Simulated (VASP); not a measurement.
# Al (Imma) in VASP: a series of runs

The runs below take Al through single point, relaxation of cell and atoms, with PBE.

Everything below comes from runs of VASP 6.6.1. Logs are shortened: lines on timing, memory, paths and dates and some standing lists are left out, and cuts for length are marked.

## Step 1: The cell of the first run

Symmetry: Imma, No. 74, orthorhombic system. The conventional cell has a = 4.931 Å, b = 5.019 Å, c = 2.676 Å, α = 90.00°, β = 90.00°, γ = 90.00°. Within 3.4 Å of Al (site symmetry mm2) lie 10 Al at 2.55 to 3.21 Å.

## Step 2: Single point, PBE

File INCAR:

```
PREC = Accurate ; ENCUT = 520
EDIFF = 1E-6 ; ISMEAR = 0
SIGMA = 0.1 ; LREAL = False
LASPH = True ; NELM = 60
ALGO = Fast ; ISIF = 2
LWAVE = False ; LCHARG = False
GGA = PE ; NBANDS = 10
```

File KPOINTS:

```
Automatic mesh
0
Gamma
  8 8 8
```

File POSCAR:

```
Al
1.0
   -2.4655934800      2.5094652100      1.3380889900
    2.4655934800     -2.5094652100      1.3380889900
    2.4655934800      2.5094652100     -1.3380889900
Al
2
Direct
    0.3750000000      0.1250000000      0.2500000000
    0.6250000000      0.8750000000      0.7500000000
```

Potentials or basis: VASP PAW PBE potentials, release 64 (Al).

On the command line:

```
cat potpaw_PBE.64/Al/POTCAR > POTCAR
mpirun -np 1 vasp_std > vasp.out
```

OUTCAR:

```text
PREC = Accurate
   ENCUT = 520
   EDIFF = 1E-6
   ISMEAR = 0
   LREAL = False
   LASPH = True
   NELM = 60
   ISIF = 2
   GGA = PE

 ion  position               nearest neighbor table
   1  0.375  0.125  0.250-   2 2.55   2 2.55   2 2.60   2 2.60   2 3.18   2 3.18   2 3.21   2 3.21

   2  0.625  0.875  0.750-   1 2.55   1 2.55   1 2.60   1 2.60   1 3.18   1 3.18   1 3.21   1 3.21

  LATTYP: Found a body centered orthorhombic cell.
 ALAT       =     2.6761779800
 B/A-ratio  =     1.8426229484
 C/A-ratio  =     1.8754098036

  Lattice vectors:

 A1 = (   2.4655934800,  -2.5094652100,   1.3380889900)
 A2 = (  -2.4655934800,  -2.5094652100,  -1.3380889900)
 A3 = (   2.4655934800,   2.5094652100,  -1.3380889900)

Analysis of symmetry for initial positions (statically):
=====================================================================
 Subroutine PRICEL returns:
 Original cell was already a primitive cell.

 Routine SETGRP: Setting up the symmetry group for a
 body centered orthorhombic supercell.

 Subroutine GETGRP returns: Found  8 space group operations
 (whereof  4 operations were pure point group operations)
 out of a pool of  8 trial point group operations.

The static configuration has the point symmetry C_2h.
 The point group associated with its full space group is D_2h.

Analysis of symmetry for dynamics (positions and initial velocities):
=====================================================================
 Subroutine PRICEL returns:
 Original cell was already a primitive cell.

 Routine SETGRP: Setting up the symmetry group for a
 body centered orthorhombic supercell.

 Subroutine GETGRP returns: Found  8 space group operations
 (whereof  4 operations were pure point group operations)
 out of a pool of  8 trial point group operations.

The dynamic configuration has the point symmetry C_2h.
 The point group associated with its full space group is D_2h.

 Subroutine INISYM returns: Found  8 space group operations
 (whereof  4 operations are pure point group operations),
 and found     1 'primitive' translations

----------------------------------------------------------------------------------------

                                     Primitive cell

  volume of cell :      33.1167

  direct lattice vectors                    reciprocal lattice vectors
    -2.465593480  2.509465210  1.338088990     0.000000000  0.199245639  0.373667225
     2.465593480 -2.509465210  1.338088990     0.202790932  0.000000000  0.373667225
     2.465593480  2.509465210 -1.338088990     0.202790932  0.199245639  0.000000000

  length of vectors
     3.763914052  3.763914052  3.763914052     0.423469031  0.425148630  0.284293839

  position of ions in fractional coordinates (direct lattice)
     0.375000000  0.125000000  0.250000000
     0.625000000  0.875000000  0.750000000

  ion indices of the primitive-cell ions
   primitive index   ion index
                 1           1
                 2           2

----------------------------------------------------------------------------------------

 KPOINTS: Automatic mesh

Automatic generation of k-mesh.
 Grid dimensions read from file:
 generate k-points for:    8    8    8

 Generating k-lattice:

  Cartesian coordinates                     Fractional coordinates (reciprocal lattice)
     0.000000000  0.024905705  0.046708403     0.125000000  0.000000000 -0.000000000
     0.025348867  0.000000000  0.046708403     0.000000000  0.125000000  0.000000000
     0.025348867  0.024905705  0.000000000    -0.000000000  0.000000000  0.125000000

  Length of vectors
     0.052933629  0.053143579  0.035536730

  Shift w.r.t. Gamma in fractional coordinates (k-lattice)
     0.000000000  0.000000000  0.000000000

 Subroutine IBZKPT returns following result:
 ===========================================

 Found     95 irreducible k-points:

 Following reciprocal coordinates:
            Coordinates               Weight
  0.000000  0.000000  0.000000      1.000000
  0.125000  0.000000  0.000000      4.000000
  0.250000  0.000000  0.000000      4.000000
  0.375000 -0.000000  0.000000      4.000000
  0.500000  0.000000  0.000000      2.000000
  0.000000  0.125000 -0.000000      4.000000
[... 16 lines left out ...]
  0.125000  0.375000 -0.000000      8.000000
  0.250000  0.375000  0.000000      8.000000
 [... further k-points ...]
   k-points           NKPTS =     95   k-points in BZ     NKDIM =     95   number of bands    NBANDS=     10
   number of dos      NEDOS =    301   number of ions     NIONS =      2
   total plane-waves  NPLWV =  21952
   dimension x,y,z NGX =    28 NGY =   28 NGZ =   28
   dimension x,y,z NGXF=    56 NGYF=   56 NGZF=   56
   ions per type =               2
   NGX,Y,Z   is equivalent  to a cutoff of  12.37, 12.37, 12.37 a.u.
   NGXF,Y,Z  is equivalent  to a cutoff of  24.73, 24.73, 24.73 a.u.
 SYSTEM =  unknown system
   PREC   = accura    normal or accurate (medium, high low for compatibility)
   ISTART =      0    job   : 0-new  1-cont  2-samecut
   ICHARG =      2    charge: 1-file 2-atom 10-const
   ISPIN  =      1    spin polarized calculation?
   LNONCOLLINEAR =      F non collinear calculations
   LSORBIT =      F    spin-orbit coupling
   LASPH  =      T    aspherical Exc in radial PAW
   ENCUT  =  520.0 eV  38.22 Ry    6.18 a.u.   7.00  7.00  7.00*2*pi/ulx,y,z
   NELM   =     60;   NELMIN=  2; NELMDL= -5     # of ELM steps
   EDIFF  = 0.1E-05   stopping-criterion for ELM
   LREAL  =      F    real-space projection
   EDIFFG = 0.1E-04   stopping-criterion for IOM
   NSW    =      0    number of steps for IOM
   IBRION =     -1    ionic relax: 0-MD 1-quasi-New 2-CG
   NFREE  =      0    steps in history (QN), initial steepest desc. (CG)
   ISIF   =      2    stress and relaxation
   ISYM   =      2    0-nonsym 1-usesym 2-fastsym
   POTIM  = 0.5000    time-step for ionic-motion
   TEBEG  =    0.0;   TEEND  =   0.0 temperature during run
   PSTRESS=    0.0 pullay stress
   NELECT =       6.0000    total number of electrons
   NUPDOWN=      -1.0000    fix difference up-down
   EMIN   =  10.00;   EMAX   =-10.00  energy-range for DOS
   EFERMI =   0.00;   METHOD = LEGACY
   ISMEAR =     0;   SIGMA  =   0.10  broadening in eV -4-tet -1-fermi 0-gaus
   EFERMI_NEDOS =   21; number of points for ismear=-14 and -15
   IALGO  =     68    algorithm
   IMIX   =      4    mixing-type and parameters
     AMIX     =   0.40;   BMIX     =  1.00
     AMIX_MAG =   1.60;   BMIX_MAG =  1.00
  volume/ion in A,a.u.               =      16.56       111.74
  Fermi-wavevector in a.u.,A,eV,Ry     =   0.926352  1.750551 11.675540  0.858128
  Thomas-Fermi vector in A             =   2.052305
   LORBIT       =      0    0 simple, 1 ext, 2 COOP (PROOUT), +10 PAW based schemes
   GGA     = PE    functional components
   LHFCALC =     F    Hartree Fock is set to
   AEXX    =    0.0000 exact exchange contribution
   IVDW    =     0    specifies the selected vdW correction
   LEPSILON=     F    determine dielectric tensor
   LRPA    =     F    only Hartree local field effects (RPA)
 non-spin polarized calculation
 RMM-DIIS sequential band-by-band and
 Gauss-broadening in eV      SIGMA  =   0.10
  energy-cutoff  :      520.00
  volume of cell :       33.12
 maximum number of plane-waves:       912
   NGX = 13   NGY = 13   NGZ = 13

 number of electron       6.0000000 magnetization

 Free energy of the ion-electron system (eV)
  ---------------------------------------------------
  ext. energy  EPLUGINS =         0.00000000
  ---------------------------------------------------
  free energy    TOTEN  =        -6.75282645 eV

  energy without entropy =       -6.75052197  energy(sigma->0) =       -6.75167421

 E-fermi :   7.6978     XC(G=0): -10.1508

 val. band max:        7.5971399448   @ k =  -0.2500  -0.2500   0.2500
 cond. band min:       7.6980306991   @ k =  -0.3750  -0.1250   0.1250
 fundamental gap:      0.1008907543
 Fermi energy:         7.6978434238

 k-point     1 :       0.0000    0.0000    0.0000
  band No.  band energies     occupation
      1      -3.1981      2.00000
      2       7.3312      2.00000
      3       7.5308      1.98181
      4       8.8879      0.00000
      5       9.6376      0.00000
      6      16.6673      0.00000
      7      18.6451      0.00000
      8      18.7355      0.00000
      9      19.5272      0.00000
     10      20.7666      0.00000

 k-point     2 :       0.1250    0.0000    0.0000
  band No.  band energies     occupation
      1      -2.7848      2.00000
      2       7.0566      2.00000
      3       7.0656      2.00000
      4       9.9872      0.00000
      5      10.6788      0.00000
      6      15.4832      0.00000
      7      15.8471      0.00000
      8      17.8760      0.00000
      9      18.1335      0.00000
     10      18.4214      0.00000

 k-point     3 :       0.2500    0.0000    0.0000
  band No.  band energies     occupation
      1      -1.5521      2.00000
      2       6.8992      2.00000
      3       6.9971      2.00000
      4      10.4773      0.00000
      5      12.5360      0.00000
      6      12.8724      0.00000
      7      13.9349      0.00000
      8      14.4960      0.00000
      9      15.9084      0.00000
     10      16.5198      0.00000

 k-point     4 :       0.3750   -0.0000    0.0000
  band No.  band energies     occupation
      1       0.4779      2.00000
      2       6.7353      2.00000
      3       7.4252      1.99988
      4       7.5641      1.94140
      5      10.8151      0.00000
      6      11.3191      0.00000
      7      14.4486      0.00000
      8      15.1193      0.00000
      9      16.4106      0.00000
     10      16.4426      0.00000

 k-point     5 :       0.5000    0.0000    0.0000
  band No.  band energies     occupation
      1       3.2358      2.00000
      2       3.3007      2.00000
      3       8.1482      0.00000
      4       8.3808      0.00000
      5       9.4904      0.00000
      6       9.7577      0.00000
      7      14.3275      0.00000
      8      14.5647      0.00000
      9      18.9342      0.00000
     10      19.6342      0.00000

 k-point     6 :       0.0000    0.1250   -0.0000
  band No.  band energies     occupation
      1      -2.7814      2.00000
      2       6.8796      2.00000
      3       7.1827      2.00000
      4       9.9767      0.00000
      5      10.7593      0.00000
      6      15.7232      0.00000
      7      15.9078      0.00000
      8      17.7293      0.00000
      9      17.9787      0.00000
     10      18.6487      0.00000
[... 183 lines left out ...]
 k-point    21 :      -0.1250    0.2500   -0.0000
  band No.  band energies     occupation
      1      -2.4071      2.00000
      2       4.7443      2.00000
      3       7.3418      2.00000
      4      10.6511      0.00000
      5      13.0943      0.00000
      6      14.0443      0.00000
      7      15.0827      0.00000
      8      17.1436      0.00000
      9      17.3990      0.00000
     10      19.5603      0.00000

 k-point    22 :       0.0000    0.3750   -0.0000
  band No.  band energies     occupation
      1       0.5074      2.00000
      2       6.8161      2.00000
      3       7.1895      2.00000
      4       7.5851      1.88917
      5      10.5935      0.00000
      6      11.2713      0.00000
      7      14.8432      0.00000
      8      15.4057      0.00000
      9      16.5060      0.00000
     10      16.6930      0.00000

 k-point    23 :       0.1250    0.3750   -0.0000
  band No.  band energies     occupation
      1       2.7724      2.00000
      2       4.2159      2.00000
      3       6.8245      2.00000
      4       8.0394      0.00000
      5       9.8783      0.00000
      6      10.9591      0.00000
      7      13.1352      0.00000
      8      16.6449      0.00000
      9      17.3462      0.00000
     10      19.7786      0.00000

 k-point    24 :       0.2500    0.3750    0.0000
  band No.  band energies     occupation
      1       2.3254      2.00000
      2       3.6644      2.00000
      3       5.7796      2.00000
      4       8.7160      0.00000
      5       9.9249      0.00000
      6      11.3374      0.00000
      7      15.1897      0.00000
      8      17.3153      0.00000
      9      18.4378      0.00000
     10      19.6696      0.00000

 [... further k-points ...]

------------------------ aborting loop because EDIFF is reached ----------------------------------------

  FORCE on cell =-STRESS in cart. coord.  units (eV):
  Direction    XX          YY          ZZ          XY          YZ          ZX
  --------------------------------------------------------------------------------------
  -------------------------------------------------------------------------------------
  Total        3.8785805      2.9340803      0.9004330      0.0000000      0.0000000      0.0000000
  in kB      187.6444634    141.9498515     43.5626556      0.0000000      0.0000000      0.0000000
  external PRESSURE =     124.3856568 kB  Pullay stress =       0.0000000 kB

 VOLUME and BASIS-vectors are now :
 -----------------------------------------------------------------------------
  energy-cutoff  :      520.00
  volume of cell :       33.12
      direct lattice vectors                 reciprocal lattice vectors
    -2.465593480  2.509465210  1.338088990     0.000000000  0.199245639  0.373667225
     2.465593480 -2.509465210  1.338088990     0.202790932  0.000000000  0.373667225
     2.465593480  2.509465210 -1.338088990     0.202790932  0.199245639  0.000000000

 POSITION                                       TOTAL-FORCE (eV/Angst)
 -----------------------------------------------------------------------------------
      0.00000      1.25473      0.33452        -0.000000     -0.000000     -0.104756
      2.46559      1.25473      1.00357         0.000000      0.000000      0.104756
 -----------------------------------------------------------------------------------
    total drift:                                0.000000      0.000000     -0.000000

  FREE ENERGIE OF THE ION-ELECTRON SYSTEM (eV)
  ---------------------------------------------------
  free  energy   TOTEN  =        -6.7528264489 eV

  energy  without entropy=       -6.7505219664  energy(sigma->0) =       -6.75167421
```

It took 26 s on 1 thread of AMD EPYC 7R43 (Zen 3), shared host; peak memory 0.12 GiB.

Results:

```
Free energy            : -6.7528 eV
Pressure               : 12.4 GPa
Largest force          : 0.105 eV/Å
Band gap on the k mesh : zero (bands 3 and 4 overlap by 7.31 eV)
```

Forces on the atoms (eV/Å):
```
Al   0.000  0.000 -0.105
Al   0.000  0.000  0.105
```

Levels at points of the mesh, in eV from the Fermi level:
```
           k point  band 1  band 2  band 3  band 4  band 5  band 6  band 7
(0.00, 0.00, 0.00)  -10.90   -0.37   -0.17    1.19    1.94    8.97   10.95
(0.50, 0.00, 0.00)   -4.46   -4.40    0.45    0.68    1.79    2.06    6.63
(0.00, 0.50, 0.00)   -4.43   -4.33    0.20    0.69    1.55    2.01    7.05
(0.50, 0.50, 0.00)   -7.95   -7.95    2.33    2.33    4.34    4.34   11.05
(0.50, 0.50, 0.50)   -5.42   -5.11   -4.91   -4.82    8.25    8.26   15.55
```

Caveat: the cell stands under pressure.

## Step 3: Relaxation of cell and atoms, PBE

File INCAR:

```
SYSTEM = Al
ALGO = Normal
EDIFF = 1E-7
EDIFFG = -0.04
ENCUT = 600
GGA = PE
IBRION = 2
ISIF = 3
ISMEAR = 0
LASPH = .True.
LCHARG = .False.
LREAL = .False.
LWAVE = .False.
NELM = 80
NSW = 90
PREC = Accurate
SIGMA = 0.1
```

File KPOINTS:

```
k-points
0
Gamma
  8 8 8
  0 0 0
```

POSCAR is that of step 2.

Potentials or basis: VASP PAW PBE potentials, release 64 (Al).

On the command line:

```
cat potpaw_PBE.64/Al/POTCAR > POTCAR
mpirun -np 1 vasp_std > vasp.out
```

It took 65 s on 1 thread of AMD EPYC 7R43 (Zen 3), shared host; peak memory 0.13 GiB.

Results (log left out):

| Quantity | Value |
| --- | --- |
| Free energy | -6.9681 eV |
| Relaxed volume | 19.22 Å³/atom |
| Relaxed cell | a = 3.991 Å, b = 3.991 Å, c = 3.991 Å, α = 96.78°, β = 96.69°, γ = 139.94° |
| Space group after relaxing (to 0.1 Å) | I4_1/amd (No. 141) |
| Energy gained by relaxing | 107.6 meV/atom |
| Ionic steps | 6 |
| Pressure after relaxing | -0.1 GPa |
| Band gap on the k mesh | zero (bands 3 and 4 overlap by 6.74 eV) |

Forces on the atoms (eV/Å):
```
Al   0.000  0.000 -0.003
Al   0.000  0.000  0.003
```

Stress tensor (GPa, compression positive):
```
-0.21  0.00  0.00
 0.00 -0.10  0.00
 0.00  0.00 -0.03
```

The path:
| step | energy change (eV) | largest force (eV/Å) | pressure (GPa) | volume (Å³) |
| --- | --- | --- | --- | --- |
| 1 | 0.0000 | 0.1048 | 12.44 | 33.12 |
| 2 | -0.2042 | 0.0106 | -1.72 | 39.62 |
| 3 | -0.2147 | 0.0021 | 0.30 | 38.21 |
| 4 | -0.2147 | 0.0010 | 0.13 | 38.32 |
| 5 | -0.2151 | 0.0033 | -0.21 | 38.50 |
| 6 | -0.2152 | 0.0027 | -0.12 | 38.45 |

Final structure:
```
CELL_PARAMETERS angstrom
-2.65033 2.65270 1.36715
2.65033 -2.65270 1.36715
2.65033 2.65270 -1.36715
ATOMIC_POSITIONS crystal
Al 0.37344 0.12344 0.25000
Al 0.62656 0.87656 0.75000
```

Levels at points of the mesh, in eV from the Fermi level:
| k point | band 1 | band 2 | band 3 | band 4 | band 5 | band 6 |
| --- | --- | --- | --- | --- | --- | --- |
| (0.00, 0.00, 0.00) | -9.94 | -0.48 | -0.48 | 0.08 | 2.15 | 8.27 |
| (0.50, 0.00, 0.00) | -3.86 | -3.80 | 0.15 | 0.87 | 1.23 | 2.34 |
| (0.00, 0.50, 0.00) | -3.85 | -3.80 | 0.14 | 0.86 | 1.24 | 2.35 |
| (0.50, 0.50, 0.00) | -7.35 | -7.35 | 1.88 | 1.88 | 3.53 | 3.53 |
| (0.50, 0.50, 0.50) | -5.26 | -5.25 | -4.30 | -4.30 | 8.40 | 8.40 |

Caveat: the volume moved by over 15 % at a fixed basis, so the end points are rough.
